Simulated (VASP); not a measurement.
# KMgF3 (Pm-3m) in VASP: notebook

Runs on KMgF3. Level: PBE+D3(BJ). Tasks: single point.

Program: VASP 6.6.1. These are calculated values, not measurements. Logs are shortened: lines on timing, memory, paths and dates and some standing lists are left out, and cuts for length are marked.

## (1) The cell of the first run

It takes space group Pm-3m (No. 221, cubic). Conventional cell: a = 3.780 Å, b = 3.780 Å, c = 3.780 Å, α = 90.00°, β = 90.00°, γ = 90.00°. Within 3.5 Å of K (site symmetry m-3m) lie 12 F at 2.67 Å and 8 Mg at 3.27 Å. Mg (site symmetry m-3m) has 6 F at 1.89 Å within 2.5 Å. Within 2.5 Å of F (site symmetry 4/mmm) lie 2 Mg at 1.89 Å.

## (2) Single point, PBE+D3(BJ) (10.80 Å³/atom)

Input file INCAR:

```
PREC = Accurate
ENCUT = 520
EDIFF = 1E-6
ISMEAR = 0
SIGMA = 0.01
LREAL = False
LASPH = True
NELM = 60
ALGO = Normal
ISIF = 2
LWAVE = False
LCHARG = False
GGA = PE
IVDW = 12
NBANDS = 24
```

Input file KPOINTS:

```
Automatic mesh
0
Gamma
  6 6 6
```

Input file POSCAR:

```
KMgF3
1.0
    3.7798164170      0.0000000000      0.0000000000
    0.0000000000      3.7798164170      0.0000000000
    0.0000000000      0.0000000000      3.7798164170
K Mg F
1 1 3
Direct
    0.5000000000      0.5000000000      0.5000000000
    0.0000000000      0.0000000000      0.0000000000
    0.5000000000      0.0000000000      0.0000000000
    0.0000000000      0.5000000000      0.0000000000
    0.0000000000      0.0000000000      0.5000000000
```

Potentials or basis: VASP PAW PBE potentials, release 64 (K_sv, Mg, F).

Run with:

```sh
$ cat potpaw_PBE.64/K_sv/POTCAR potpaw_PBE.64/Mg/POTCAR potpaw_PBE.64/F/POTCAR > POTCAR
$ mpirun -np 1 vasp_std > vasp.out
```

OUTCAR:

```text
PREC = Accurate
   ENCUT = 520
   EDIFF = 1E-6
   ISMEAR = 0
   LREAL = False
   LASPH = True
   NELM = 60
   ISIF = 2
   GGA = PE
   IVDW = 12
 IVDW          = 12

 ion  position               nearest neighbor table
   1  0.500  0.500  0.500-   3 2.67   4 2.67   5 2.67   3 2.67   4 2.67   3 2.67   5 2.67   3 2.67
                             4 2.67   5 2.67   4 2.67   5 2.67   2 3.27   2 3.27   2 3.27   2 3.27
   2  0.000  0.000  0.000-   3 1.89   4 1.89   5 1.89   5 1.89   4 1.89   3 1.89   1 3.27   1 3.27
                             1 3.27   1 3.27   1 3.27   1 3.27   1 3.27   1 3.27
   3  0.500  0.000  0.000-   2 1.89   2 1.89   1 2.67   1 2.67   1 2.67   1 2.67
   4  0.000  0.500  0.000-   2 1.89   2 1.89   1 2.67   1 2.67   1 2.67   1 2.67
   5  0.000  0.000  0.500-   2 1.89   2 1.89   1 2.67   1 2.67   1 2.67   1 2.67

  LATTYP: Found a simple cubic cell.
 ALAT       =     3.7798164170

  Lattice vectors:

 A1 = (   3.7798164170,   0.0000000000,   0.0000000000)
 A2 = (   0.0000000000,   3.7798164170,   0.0000000000)
 A3 = (   0.0000000000,   0.0000000000,   3.7798164170)

Analysis of symmetry for initial positions (statically):
=====================================================================
 Subroutine PRICEL returns:
 Original cell was already a primitive cell.

 Routine SETGRP: Setting up the symmetry group for a
 simple cubic supercell.

 Subroutine GETGRP returns: Found 48 space group operations
 (whereof 48 operations were pure point group operations)
 out of a pool of 48 trial point group operations.

The static configuration has the point symmetry O_h .

Analysis of symmetry for dynamics (positions and initial velocities):
=====================================================================
 Subroutine PRICEL returns:
 Original cell was already a primitive cell.

 Routine SETGRP: Setting up the symmetry group for a
 simple cubic supercell.

 Subroutine GETGRP returns: Found 48 space group operations
 (whereof 48 operations were pure point group operations)
 out of a pool of 48 trial point group operations.

The dynamic configuration has the point symmetry O_h .

 Subroutine INISYM returns: Found 48 space group operations
 (whereof 48 operations are pure point group operations),
 and found     1 'primitive' translations

----------------------------------------------------------------------------------------

                                     Primitive cell

  volume of cell :      54.0023

  direct lattice vectors                    reciprocal lattice vectors
     3.779816417  0.000000000  0.000000000     0.264563114  0.000000000  0.000000000
     0.000000000  3.779816417  0.000000000     0.000000000  0.264563114  0.000000000
     0.000000000  0.000000000  3.779816417     0.000000000  0.000000000  0.264563114

  length of vectors
     3.779816417  3.779816417  3.779816417     0.264563114  0.264563114  0.264563114

  position of ions in fractional coordinates (direct lattice)
     0.500000000  0.500000000  0.500000000
     0.000000000  0.000000000  0.000000000
     0.500000000  0.000000000  0.000000000
     0.000000000  0.500000000  0.000000000
     0.000000000  0.000000000  0.500000000

  ion indices of the primitive-cell ions
   primitive index   ion index
                 1           1
                 2           2
                 3           3
                 4           4
                 5           5

----------------------------------------------------------------------------------------

 KPOINTS: Automatic mesh

Automatic generation of k-mesh.
 Grid dimensions read from file:
 generate k-points for:    6    6    6

 Generating k-lattice:

  Cartesian coordinates                     Fractional coordinates (reciprocal lattice)
     0.044093852  0.000000000  0.000000000     0.166666667  0.000000000  0.000000000
     0.000000000  0.044093852  0.000000000     0.000000000  0.166666667  0.000000000
     0.000000000  0.000000000  0.044093852     0.000000000  0.000000000  0.166666667

  Length of vectors
     0.044093852  0.044093852  0.044093852

  Shift w.r.t. Gamma in fractional coordinates (k-lattice)
     0.000000000  0.000000000  0.000000000

 Subroutine IBZKPT returns following result:
 ===========================================

 Found     20 irreducible k-points:

 Following reciprocal coordinates:
            Coordinates               Weight
  0.000000  0.000000  0.000000      1.000000
  0.166667  0.000000  0.000000      6.000000
  0.333333  0.000000  0.000000      6.000000
  0.500000  0.000000  0.000000      3.000000
  0.166667  0.166667  0.000000     12.000000
  0.333333  0.166667  0.000000     24.000000
[... 12 lines left out ...]
  0.500000  0.500000  0.333333      6.000000
  0.500000  0.500000  0.500000      1.000000
   k-points           NKPTS =     20   k-points in BZ     NKDIM =     20   number of bands    NBANDS=     24
   number of dos      NEDOS =    301   number of ions     NIONS =      5
   total plane-waves  NPLWV =  21952
   dimension x,y,z NGX =    28 NGY =   28 NGZ =   28
   dimension x,y,z NGXF=    56 NGYF=   56 NGZF=   56
   ions per type =               1   1   3
   NGX,Y,Z   is equivalent  to a cutoff of  12.32, 12.32, 12.32 a.u.
   NGXF,Y,Z  is equivalent  to a cutoff of  24.63, 24.63, 24.63 a.u.
 SYSTEM =  unknown system
   PREC   = accura    normal or accurate (medium, high low for compatibility)
   ISTART =      0    job   : 0-new  1-cont  2-samecut
   ICHARG =      2    charge: 1-file 2-atom 10-const
   ISPIN  =      1    spin polarized calculation?
   LNONCOLLINEAR =      F non collinear calculations
   LSORBIT =      F    spin-orbit coupling
   LASPH  =      T    aspherical Exc in radial PAW
   ENCUT  =  520.0 eV  38.22 Ry    6.18 a.u.   7.03  7.03  7.03*2*pi/ulx,y,z
   NELM   =     60;   NELMIN=  2; NELMDL= -5     # of ELM steps
   EDIFF  = 0.1E-05   stopping-criterion for ELM
   LREAL  =      F    real-space projection
   EDIFFG = 0.1E-04   stopping-criterion for IOM
   NSW    =      0    number of steps for IOM
   IBRION =     -1    ionic relax: 0-MD 1-quasi-New 2-CG
   NFREE  =      0    steps in history (QN), initial steepest desc. (CG)
   ISIF   =      2    stress and relaxation
   ISYM   =      2    0-nonsym 1-usesym 2-fastsym
   POTIM  = 0.5000    time-step for ionic-motion
   TEBEG  =    0.0;   TEEND  =   0.0 temperature during run
   PSTRESS=    0.0 pullay stress
   NELECT =      32.0000    total number of electrons
   NUPDOWN=      -1.0000    fix difference up-down
   EMIN   =  10.00;   EMAX   =-10.00  energy-range for DOS
   EFERMI =   0.00;   METHOD = LEGACY
   ISMEAR =     0;   SIGMA  =   0.01  broadening in eV -4-tet -1-fermi 0-gaus
   EFERMI_NEDOS =   21; number of points for ismear=-14 and -15
   IALGO  =     38    algorithm
   IMIX   =      4    mixing-type and parameters
     AMIX     =   0.40;   BMIX     =  1.00
     AMIX_MAG =   1.60;   BMIX_MAG =  1.00
  volume/ion in A,a.u.               =      10.80        72.89
  Fermi-wavevector in a.u.,A,eV,Ry     =   1.375057  2.598481 25.725657  1.890782
  Thomas-Fermi vector in A             =   2.500428
   LORBIT       =      0    0 simple, 1 ext, 2 COOP (PROOUT), +10 PAW based schemes
   GGA     = PE    functional components
   LHFCALC =     F    Hartree Fock is set to
   AEXX    =    0.0000 exact exchange contribution
   IVDW    =    12    specifies the selected vdW correction
   LEPSILON=     F    determine dielectric tensor
   LRPA    =     F    only Hartree local field effects (RPA)
 non-spin polarized calculation
 Gauss-broadening in eV      SIGMA  =   0.01
  energy-cutoff  :      520.00
  volume of cell :       54.00
 maximum number of plane-waves:      1472
   NGX = 15   NGY = 15   NGZ = 15

 number of electron      31.9999959 magnetization

 Free energy of the ion-electron system (eV)
  ---------------------------------------------------
  ext. energy  EPLUGINS =         0.00000000
  ---------------------------------------------------
  free energy    TOTEN  =       -23.72940088 eV

  energy without entropy =      -23.72940088  energy(sigma->0) =      -23.72940088

 E-fermi :  -0.6041     XC(G=0): -10.5034

 val. band max:       -0.7026298450   @ k =   0.5000   0.5000   0.5000
 cond. band min:       7.9314363608   @ k =   0.0000   0.0000   0.0000
 fundamental gap:      8.6340662058
 Fermi energy:        -0.6041425133

 k-point     1 :       0.0000    0.0000    0.0000
  band No.  band energies     occupation
      1     -26.0956      2.00000
      2     -21.2718      2.00000
      3     -20.4004      2.00000
      4     -20.4004      2.00000
      5      -9.6083      2.00000
      6      -9.6083      2.00000
[... 16 lines left out ...]
     23      15.3268      0.00000
     24      18.2953      0.00000

 k-point     2 :       0.1667    0.0000    0.0000
  band No.  band energies     occupation
      1     -26.0774      2.00000
      2     -21.2425      2.00000
      3     -20.4529      2.00000
      4     -20.3969      2.00000
      5      -9.5838      2.00000
      6      -9.5806      2.00000
[... 16 lines left out ...]
     23      15.3237      0.00000
     24      18.1116      0.00000

 k-point     3 :       0.3333    0.0000    0.0000
  band No.  band energies     occupation
      1     -26.0405      2.00000
      2     -21.1737      2.00000
      3     -20.5673      2.00000
      4     -20.3897      2.00000
      5      -9.5353      2.00000
      6      -9.5238      2.00000
[... 16 lines left out ...]
     23      15.0179      0.00000
     24      17.4712      0.00000
[... 406 lines left out ...]
 k-point    19 :       0.5000    0.5000    0.3333
  band No.  band energies     occupation
      1     -25.9532      2.00000
      2     -20.6716      2.00000
      3     -20.6584      2.00000
      4     -20.6584      2.00000
      5      -9.8760      2.00000
      6      -9.8760      2.00000
[... 16 lines left out ...]
     23      15.7106      0.00000
     24      15.7106      0.00000

 k-point    20 :       0.5000    0.5000    0.5000
  band No.  band energies     occupation
      1     -25.9461      2.00000
      2     -20.6487      2.00000
      3     -20.6487      2.00000
      4     -20.6487      2.00000
      5      -9.9349      2.00000
      6      -9.9349      2.00000
[... 16 lines left out ...]
     23      16.1752      0.00000
     24      16.1752      0.00000

------------------------ aborting loop because EDIFF is reached ----------------------------------------

 Edisp (eV)   -0.97441

 E8    (eV) :    -0.4060

  FORCE on cell =-STRESS in cart. coord.  units (eV):
  Direction    XX          YY          ZZ          XY          YZ          ZX
  --------------------------------------------------------------------------------------
  -------------------------------------------------------------------------------------
  Total       6.40639     6.40639     6.40639     0.00000     0.00000    -0.00000
  in kB     190.06916   190.06916   190.06916     0.00000     0.00000    -0.00000
  external pressure =      190.07 kB  Pullay stress =        0.00 kB

 VOLUME and BASIS-vectors are now :
 -----------------------------------------------------------------------------
  energy-cutoff  :      520.00
  volume of cell :       54.00
      direct lattice vectors                 reciprocal lattice vectors
     3.779816417  0.000000000  0.000000000     0.264563114  0.000000000  0.000000000
     0.000000000  3.779816417  0.000000000     0.000000000  0.264563114  0.000000000
     0.000000000  0.000000000  3.779816417     0.000000000  0.000000000  0.264563114

 POSITION                                       TOTAL-FORCE (eV/Angst)
 -----------------------------------------------------------------------------------
      1.88991      1.88991      1.88991         0.000000      0.000000      0.000000
      0.00000      0.00000      0.00000         0.000000      0.000000      0.000000
      1.88991      0.00000      0.00000         0.000000      0.000000      0.000000
      0.00000      1.88991      0.00000         0.000000      0.000000      0.000000
      0.00000      0.00000      1.88991         0.000000      0.000000      0.000000
 -----------------------------------------------------------------------------------
    total drift:                                0.000000      0.000000     -0.000000

  FREE ENERGIE OF THE ION-ELECTRON SYSTEM (eV)
  ---------------------------------------------------
  free  energy   TOTEN  =       -24.7038071345 eV

  energy  without entropy=      -24.7038071345  energy(sigma->0) =      -24.70380713
```

Run time: 37 s. Hardware: 1 thread of Intel Xeon 8259CL, shared host; peak memory 0.18 GiB.

What came out:

```yaml
Free_energy: -24.7038 eV
Pressure: 19.0 GPa
Band_gap_on_the_k_mesh: 8.63 eV (least direct gap 8.94 eV)
Dispersion_energy_per_atom: -0.195 eV
```

Levels at points of the mesh, in eV from the valence-band top:
| k point | band 12 | band 13 | band 14 | band 15 | band 16 | band 17 | band 18 | band 19 | band 20 | band 21 |
| --- | --- | --- | --- | --- | --- | --- | --- | --- | --- | --- |
| (0.00, 0.00, 0.00) | -0.80 | -0.80 | -0.31 | -0.31 | -0.31 | 8.63 | 10.26 | 10.26 | 12.61 | 12.61 |
| (0.50, 0.00, 0.00) | -1.14 | -1.05 | -1.05 | -0.63 | -0.63 | 11.14 | 11.54 | 12.21 | 13.32 | 13.60 |
| (0.50, 0.50, 0.00) | -1.35 | -1.28 | -1.02 | -1.02 | -0.03 | 11.83 | 12.45 | 13.55 | 13.55 | 14.28 |
| (0.50, 0.50, 0.50) | -1.27 | -1.27 | 0.00 | 0.00 | 0.00 | 11.07 | 11.07 | 11.07 | 14.80 | 14.80 |

Caveat: the cell stands under pressure. A k mesh can miss the band edges.

## (3) Single point, PBE+D3(BJ) (11.44 Å³/atom)

This run uses another cell than the first one, of 11.44 Å³/atom.

Input file INCAR:

```
ALGO = Normal ; EDIFF = 1E-6
ENCUT = 520 ; GGA = PE
ISIF = 2 ; ISMEAR = 0
IVDW = 12 ; LASPH = True
LCHARG = False ; LREAL = False
LWAVE = False ; NBANDS = 24
NELM = 60 ; PREC = Accurate
SIGMA = 0.01
```

Input file KPOINTS:

```
k-points
0
Gamma
  6 6 6
```

Changes to POSCAR since step 2:

```diff
@@ -2,5 +2,5 @@
 1.0
-    3.7798164170      0.0000000000      0.0000000000
-    0.0000000000      3.7798164170      0.0000000000
-    0.0000000000      0.0000000000      3.7798164170
+    3.8533720875      0.0000000000      0.0000000000
+    0.0000000000      3.8533720875      0.0000000000
+    0.0000000000      0.0000000000      3.8533720875
 K Mg F
```

Potentials or basis: VASP PAW PBE potentials, release 64 (K_sv, Mg, F).

Run with:

```sh
$ cat potpaw_PBE.64/K_sv/POTCAR potpaw_PBE.64/Mg/POTCAR potpaw_PBE.64/F/POTCAR > POTCAR
$ mpirun -np 1 vasp_std > vasp.out
```

Wall time 47 s (1 thread of Intel Xeon 8259CL, shared host); peak memory 0.19 GiB.

It converged, with:

- Free energy: -25.0108 eV
- Pressure: 11.2 GPa
- Band gap on the k mesh: 8.12 eV (least direct gap 8.44 eV)
- Dispersion energy per atom: -0.184 eV

Levels at points of the mesh, in eV from the valence-band top:
| k point | band 14 | band 15 | band 16 | band 17 | band 18 | band 19 |
| --- | --- | --- | --- | --- | --- | --- |
| (0.00, 0.00, 0.00) | -0.32 | -0.32 | -0.32 | 8.12 | 10.21 | 10.21 |
| (0.50, 0.00, 0.00) | -0.98 | -0.59 | -0.59 | 10.77 | 11.39 | 11.54 |
| (0.50, 0.50, 0.00) | -0.98 | -0.98 | -0.03 | 11.51 | 12.19 | 13.29 |
| (0.50, 0.50, 0.50) | 0.00 | 0.00 | 0.00 | 10.85 | 10.85 | 10.85 |

Caveat: the cell stands under pressure. A k mesh can miss the band edges.

## (4) Single point, PBE+D3(BJ) (12.09 Å³/atom)

This run uses another cell than the first one, of 12.09 Å³/atom.

Input file INCAR:

```
  ALGO = Normal
  EDIFF = 1E-6
  ENCUT = 520
  GGA = PE
  ISIF = 2
  ISMEAR = 0
  IVDW = 12
  LASPH = True
  LCHARG = False
  LREAL = False
  LWAVE = False
  NBANDS = 24
  NELM = 100
  PREC = Accurate
  SIGMA = 0.01
```

KPOINTS is that of step 3.

Changes to POSCAR since step 3:

```diff
@@ -2,5 +2,5 @@
 1.0
-    3.8533720875      0.0000000000      0.0000000000
-    0.0000000000      3.8533720875      0.0000000000
-    0.0000000000      0.0000000000      3.8533720875
+    3.9242219515      0.0000000000      0.0000000000
+    0.0000000000      3.9242219515      0.0000000000
+    0.0000000000      0.0000000000      3.9242219515
 K Mg F
```

Run with:

```sh
$ cat potpaw_PBE.64/K_sv/POTCAR potpaw_PBE.64/Mg/POTCAR potpaw_PBE.64/F/POTCAR > POTCAR
$ mpirun -np 1 vasp_std > vasp.out
```

Run time: 52 s. Hardware: 1 thread of Intel Xeon 8259CL, shared host; peak memory 0.19 GiB.

It converged, with:

- Free energy: -25.1812 eV
- Pressure: 5.3 GPa
- Band gap on the k mesh: 7.67 eV (least direct gap 7.99 eV)
- Dispersion energy per atom: -0.174 eV

Levels at points of the mesh, in eV from the valence-band top:
```
           k point  band 13  band 14  band 15  band 16  band 17  band 18  band 19  band 20
(0.00, 0.00, 0.00)    -0.67    -0.32    -0.32    -0.32     7.67    10.14    10.14    12.35
(0.50, 0.00, 0.00)    -0.91    -0.91    -0.56    -0.56    10.42    10.94    11.24    12.98
(0.50, 0.50, 0.00)    -1.12    -0.93    -0.93    -0.02    11.19    11.93    13.04    13.04
(0.50, 0.50, 0.50)    -1.16     0.00     0.00     0.00    10.63    10.63    10.63    14.29
```

Caveat: the cell stands under pressure.

(Part 1 of 2 ends here.)
